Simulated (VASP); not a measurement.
# Cl (Fd-3m) in VASP: notebook

The runs below take Cl through density of states, with LDA.

Program: VASP 6.6.1. These are calculated values, not measurements. Logs are shortened: lines on timing, memory, paths and dates and some standing lists are left out, and cuts for length are marked.

## Step 1: The cell of the first run

It takes space group Fd-3m (No. 227, cubic). Conventional cell: a = 4.559 Å, b = 4.559 Å, c = 4.559 Å, α = 90.00°, β = 90.00°, γ = 90.00°. Within 2.6 Å of Cl (site symmetry -43m) lie 4 Cl at 1.97 Å.

## Step 2: Density of states, LDA (volume scaled by 0.4)

The input, POSCAR:

```
Cl
1.0
    0.0000000000      2.2793324646      2.2793324646
    2.2793324646      0.0000000000      2.2793324646
    2.2793324646      2.2793324646      0.0000000000
Cl
2
Direct
   -0.1250000000     -0.1250000000     -0.1250000000
    0.1250000000      0.1250000000      0.1250000000
```

The input, INCAR.step1:

```
ALGO = Normal ; EDIFF = 1E-7
ENCUT = 520 ; GGA = CA
ISIF = 2 ; ISMEAR = -1
LASPH = True ; LCHARG = True
LREAL = False ; LWAVE = False
NBANDS = 14 ; NELM = 60
PREC = Accurate ; SIGMA = 0.08
```

The input, KPOINTS.step1:

```
k-points
0
Gamma
  11 11 11
```

The input, INCAR.step2:

```
ALGO = Normal ; EDIFF = 1E-7
ENCUT = 520 ; GGA = CA
ICHARG = 11 ; ISIF = 2
ISMEAR = -5 ; LASPH = True
LCHARG = False ; LORBIT = 11
LREAL = False ; LWAVE = False
NEDOS = 2001 ; NELM = 60
PREC = Accurate ; SIGMA = 0.08
```

The input, KPOINTS.step2:

```
k-points
0
Gamma
  17 17 17
```

Potentials or basis: VASP PAW LDA potentials, release 64 (Cl).

Launch:

```sh
$ cat potpaw_LDA.64/Cl/POTCAR > POTCAR
$ cp INCAR.step1 INCAR
$ cp KPOINTS.step1 KPOINTS
$ mpirun -np 1 vasp_std > vasp.out
$ cp INCAR.step2 INCAR
$ cp KPOINTS.step2 KPOINTS
$ mpirun -np 1 vasp_std > vasp.out
```

OUTCAR:

```text
EDIFF = 1E-7
   ENCUT = 520
   GGA = CA
   ICHARG = 11
   ISIF = 2
   ISMEAR = -5
   LASPH = True
   LORBIT = 11
   LREAL = False
   NELM = 60
   PREC = Accurate

 ion  position               nearest neighbor table
   1  0.875  0.875  0.875-   2 1.97   2 1.97   2 1.97   2 1.97
   2  0.125  0.125  0.125-   1 1.97   1 1.97   1 1.97   1 1.97

  LATTYP: Found a face centered cubic cell.
 ALAT       =     4.5586649292

  Lattice vectors:

 A1 = (   0.0000000000,   2.2793324646,   2.2793324646)
 A2 = (   2.2793324646,   0.0000000000,   2.2793324646)
 A3 = (   2.2793324646,   2.2793324646,   0.0000000000)

Analysis of symmetry for initial positions (statically):
=====================================================================
 Subroutine PRICEL returns:
 Original cell was already a primitive cell.

 Routine SETGRP: Setting up the symmetry group for a
 face centered cubic supercell.

 Subroutine GETGRP returns: Found 48 space group operations
 (whereof 12 operations were pure point group operations)
 out of a pool of 48 trial point group operations.

The static configuration has the point symmetry D_3d.
 The point group associated with its full space group is O_h .

Analysis of symmetry for dynamics (positions and initial velocities):
=====================================================================
 Subroutine PRICEL returns:
 Original cell was already a primitive cell.

 Routine SETGRP: Setting up the symmetry group for a
 face centered cubic supercell.

 Subroutine GETGRP returns: Found 48 space group operations
 (whereof 12 operations were pure point group operations)
 out of a pool of 48 trial point group operations.

The dynamic configuration has the point symmetry D_3d.
 The point group associated with its full space group is O_h .

 Subroutine INISYM returns: Found 48 space group operations
 (whereof 12 operations are pure point group operations),
 and found     1 'primitive' translations

----------------------------------------------------------------------------------------

                                     Primitive cell

  volume of cell :      23.6839

  direct lattice vectors                    reciprocal lattice vectors
     0.000000000  2.279332465  2.279332465    -0.219362470  0.219362470  0.219362470
     2.279332465  0.000000000  2.279332465     0.219362470 -0.219362470  0.219362470
     2.279332465  2.279332465  0.000000000     0.219362470  0.219362470 -0.219362470

  length of vectors
     3.223462885  3.223462885  3.223462885     0.379946944  0.379946944  0.379946944

  position of ions in fractional coordinates (direct lattice)
     0.875000000  0.875000000  0.875000000
     0.125000000  0.125000000  0.125000000

  ion indices of the primitive-cell ions
   primitive index   ion index
                 1           1
                 2           2

----------------------------------------------------------------------------------------

 KPOINTS: k-points

Automatic generation of k-mesh.
 Grid dimensions read from file:
 generate k-points for:   17   17   17

 Generating k-lattice:

  Cartesian coordinates                     Fractional coordinates (reciprocal lattice)
    -0.012903675  0.012903675  0.012903675     0.058823529  0.000000000  0.000000000
     0.012903675 -0.012903675  0.012903675     0.000000000  0.058823529  0.000000000
     0.012903675  0.012903675 -0.012903675     0.000000000  0.000000000  0.058823529

  Length of vectors
     0.022349820  0.022349820  0.022349820

  Shift w.r.t. Gamma in fractional coordinates (k-lattice)
     0.000000000  0.000000000  0.000000000

 TETIRR: Found    693 inequivalent tetrahedra from    29478

 Subroutine IBZKPT returns following result:
 ===========================================

 Found    165 irreducible k-points:

 Following reciprocal coordinates:
            Coordinates               Weight
  0.000000  0.000000  0.000000      1.000000
  0.058824  0.000000  0.000000      8.000000
  0.117647  0.000000  0.000000      8.000000
  0.176471  0.000000  0.000000      8.000000
  0.235294  0.000000  0.000000      8.000000
  0.294118  0.000000  0.000000      8.000000
[... 16 lines left out ...]
 -0.176471  0.058824  0.000000     24.000000
 -0.117647  0.058824  0.000000     24.000000
 [... further k-points ...]
   k-points           NKPTS =    165   k-points in BZ     NKDIM =    165   number of bands    NBANDS=     11
   number of dos      NEDOS =   2001   number of ions     NIONS =      2
   total plane-waves  NPLWV =  13824
   dimension x,y,z NGX =    24 NGY =   24 NGZ =   24
   dimension x,y,z NGXF=    48 NGYF=   48 NGZF=   48
   ions per type =               2
   NGX,Y,Z   is equivalent  to a cutoff of  12.38, 12.38, 12.38 a.u.
   NGXF,Y,Z  is equivalent  to a cutoff of  24.76, 24.76, 24.76 a.u.
 SYSTEM =  unknown system
   PREC   = accura    normal or accurate (medium, high low for compatibility)
   ISTART =      0    job   : 0-new  1-cont  2-samecut
   ICHARG =     11    charge: 1-file 2-atom 10-const
   ISPIN  =      1    spin polarized calculation?
   LNONCOLLINEAR =      F non collinear calculations
   LSORBIT =      F    spin-orbit coupling
   LASPH  =      T    aspherical Exc in radial PAW
   ENCUT  =  520.0 eV  38.22 Ry    6.18 a.u.   5.99  5.99  5.99*2*pi/ulx,y,z
   NELM   =     60;   NELMIN=  2; NELMDL=  0     # of ELM steps
   EDIFF  = 0.1E-06   stopping-criterion for ELM
   LREAL  =      F    real-space projection
   EDIFFG = 0.1E-05   stopping-criterion for IOM
   NSW    =      0    number of steps for IOM
   IBRION =     -1    ionic relax: 0-MD 1-quasi-New 2-CG
   NFREE  =      0    steps in history (QN), initial steepest desc. (CG)
   ISIF   =      2    stress and relaxation
   ISYM   =      2    0-nonsym 1-usesym 2-fastsym
   POTIM  = 0.5000    time-step for ionic-motion
   TEBEG  =    0.0;   TEEND  =   0.0 temperature during run
   PSTRESS=    0.0 pullay stress
   NELECT =      14.0000    total number of electrons
   NUPDOWN=      -1.0000    fix difference up-down
   EMIN   =  10.00;   EMAX   =-10.00  energy-range for DOS
   EFERMI =   0.00;   METHOD = LEGACY
   ISMEAR =    -5;   SIGMA  =   0.08  broadening in eV -4-tet -1-fermi 0-gaus
   EFERMI_NEDOS =   21; number of points for ismear=-14 and -15
   IALGO  =     38    algorithm
   IMIX   =      4    mixing-type and parameters
     AMIX     =   0.40;   BMIX     =  1.00
     AMIX_MAG =   1.60;   BMIX_MAG =  1.00
  volume/ion in A,a.u.               =      11.84        79.91
  Fermi-wavevector in a.u.,A,eV,Ry     =   1.373936  2.596363 25.683719  1.887700
  Thomas-Fermi vector in A             =   2.499408
   LORBIT       =     11    0 simple, 1 ext, 2 COOP (PROOUT), +10 PAW based schemes
   GGA     = CA    functional components
   LHFCALC =     F    Hartree Fock is set to
   AEXX    =    0.0000 exact exchange contribution
   IVDW    =     0    specifies the selected vdW correction
   LEPSILON=     F    determine dielectric tensor
   LRPA    =     F    only Hartree local field effects (RPA)
 non-spin polarized calculation
 Fermi weights with tetrahedron method with Bloechl corrections
  energy-cutoff  :      520.00
  volume of cell :       23.68
 maximum number of plane-waves:       650

 number of electron      13.9999998 magnetization

 Free energy of the ion-electron system (eV)
  ---------------------------------------------------
  ext. energy  EPLUGINS =         0.00000000
  ---------------------------------------------------
  free energy    TOTEN  =         4.60504750 eV

  energy without entropy =        4.60504750  energy(sigma->0) =        4.60504750

 E-fermi :  12.3056     XC(G=0): -12.4646

 val. band max:       12.3639577905   @ k =   0.4706   0.2353   0.0000
 cond. band min:      12.2927088292   @ k =  -0.3529   0.3529   0.1176
 fundamental gap:     -0.0712489613
 Fermi energy:        12.3056273715

 k-point     1 :       0.0000    0.0000    0.0000
  band No.  band energies     occupation
      1     -13.0462      2.00000
      2       2.8246      2.00000
      3       3.2908      2.00000
      4       3.2908      2.00000
      5       3.2908      2.00000
      6       8.1760      2.00000
      7       8.1760      2.00000
      8       8.1760      2.00000
      9      17.9090      0.00000
     10      18.7637      0.00000
     11      18.7637      0.00000

 k-point     2 :       0.0588    0.0000    0.0000
  band No.  band energies     occupation
      1     -12.9920      2.00000
      2       1.7357      2.00000
      3       3.2241      2.00000
      4       3.2241      2.00000
      5       4.1990      2.00000
      6       8.2820      2.00000
      7       8.2820      2.00000
      8       8.3070      2.00000
      9      18.1018      0.00000
     10      18.6136      0.00000
     11      18.6136      0.00000

 k-point     3 :       0.1176    0.0000    0.0000
  band No.  band energies     occupation
      1     -12.8306      2.00000
      2       0.3866      2.00000
      3       3.0474      2.00000
      4       3.0474      2.00000
      5       4.9407      2.00000
      6       8.5668      2.00000
      7       8.5668      2.00000
      8       8.7892      2.00000
      9      18.2968      0.00000
     10      18.2968      0.00000
     11      18.6191      0.00000
[... 267 lines left out ...]
 k-point    23 :      -0.1765    0.0588    0.0000
  band No.  band energies     occupation
      1     -12.4098      2.00000
      2      -1.5127      2.00000
      3       2.2615      2.00000
      4       2.8553      2.00000
      5       5.5943      2.00000
      6       8.9329      2.00000
      7       9.1646      2.00000
      8      10.2704      2.00000
      9      17.4737      0.00000
     10      18.4415      0.00000
     11      19.5923      0.00000

 k-point    24 :      -0.1176    0.0588    0.0000
  band No.  band energies     occupation
      1     -12.7059      2.00000
      2      -0.2566      2.00000
      3       2.5763      2.00000
      4       3.0735      2.00000
      5       5.3879      2.00000
      6       8.5708      2.00000
      7       8.6723      2.00000
      8       9.3900      2.00000
      9      17.7415      0.00000
     10      18.5161      0.00000
     11      18.9827      0.00000

 [... further k-points ...]
[... 5 lines left out ...]
  --------------------------------------------------------------------------------------
  -------------------------------------------------------------------------------------
  Total       19.1831232     19.1831232     19.1831232      0.0000000      0.0000000      0.0000000
  in kB     1297.7076780   1297.7076780   1297.7076780      0.0000000      0.0000000      0.0000000
  external PRESSURE =    1297.7076780 kB  Pullay stress =       0.0000000 kB

 VOLUME and BASIS-vectors are now :
 -----------------------------------------------------------------------------
  energy-cutoff  :      520.00
  volume of cell :       23.68
      direct lattice vectors                 reciprocal lattice vectors
     0.000000000  2.279332465  2.279332465    -0.219362470  0.219362470  0.219362470
     2.279332465  0.000000000  2.279332465     0.219362470 -0.219362470  0.219362470
     2.279332465  2.279332465  0.000000000     0.219362470  0.219362470 -0.219362470

 POSITION                                       TOTAL-FORCE (eV/Angst)
 -----------------------------------------------------------------------------------
      3.98883      3.98883      3.98883        -0.000000     -0.000000      0.000000
      0.56983      0.56983      0.56983         0.000000      0.000000     -0.000000
 -----------------------------------------------------------------------------------
    total drift:                                0.000000      0.000000      0.000000

  FREE ENERGIE OF THE ION-ELECTRON SYSTEM (eV)
  ---------------------------------------------------
  free  energy   TOTEN  =         4.6050475021 eV

  energy  without entropy=        4.6050475021  energy(sigma->0) =        4.60504750

 total charge

# of ion       s       p       d       tot
------------------------------------------
    1        1.711   3.378   0.000   5.089
    2        1.711   3.378   0.000   5.089
--------------------------------------------------
tot          3.422   6.756   0.000  10.179
```

Run time: 18 s. Hardware: 1 thread of Intel Xeon Platinum 8375C at 2.90GHz (Ice Lake), shared host; peak memory 0.14 GiB.

Results:

```
Valence electrons inside the program's atomic spheres : Cl 5.09
```

Caveat: tetrahedron occupations give inexact forces and stress in metals.

## Step 3: Density of states, LDA (volume scaled by 0.4)

POSCAR is that of step 2.

The input, INCAR.step1:

```
SYSTEM = Cl
ALGO = Normal ; EDIFF = 1E-6
ENCUT = 520 ; GGA = CA
ISIF = 2 ; ISMEAR = -1
LASPH = .True. ; LCHARG = .True.
LREAL = .False. ; LWAVE = .False.
NBANDS = 14 ; NELM = 60
PREC = Accurate ; SIGMA = 0.08
```

The input, KPOINTS.step1:

```
k-points
0
Gamma
  11 11 11
  0 0 0
```

The input, INCAR.step2:

```
SYSTEM = Cl
ALGO = Normal ; EDIFF = 1E-6
ENCUT = 520 ; GGA = CA
ICHARG = 11 ; ISIF = 2
ISMEAR = -5 ; LASPH = .True.
LCHARG = .False. ; LORBIT = 10
LREAL = .False. ; LWAVE = .False.
NEDOS = 2001 ; NELM = 60
PREC = Accurate ; SIGMA = 0.08
```

The input, KPOINTS.step2:

```
k-points
0
Gamma
  17 17 17
  0 0 0
```

Potentials or basis: VASP PAW LDA potentials, release 64 (Cl).

Launch:

```sh
$ cat potpaw_LDA.64/Cl/POTCAR > POTCAR
$ cp INCAR.step1 INCAR
$ cp KPOINTS.step1 KPOINTS
$ mpirun -np 1 vasp_std > vasp.out
$ cp INCAR.step2 INCAR
$ cp KPOINTS.step2 KPOINTS
$ mpirun -np 1 vasp_std > vasp.out
```

It took 17 s on 1 thread of Intel Xeon Platinum 8375C at 2.90GHz (Ice Lake), shared host; peak memory 0.14 GiB.

It converged, with:

```yaml
Valence_electrons_inside_the_program's_atomic_spheres: Cl 5.09
```

Levels at points of the mesh, in eV from the Fermi level:
```csv
k point,band 4,band 5,band 6,band 7,band 8,band 9,band 10,band 11
"(0.00, 0.00, 0.00)",-9.01,-9.01,-4.13,-4.13,-4.13,5.60,6.46,6.46
```

Caveat: tetrahedron occupations give inexact forces and stress in metals.
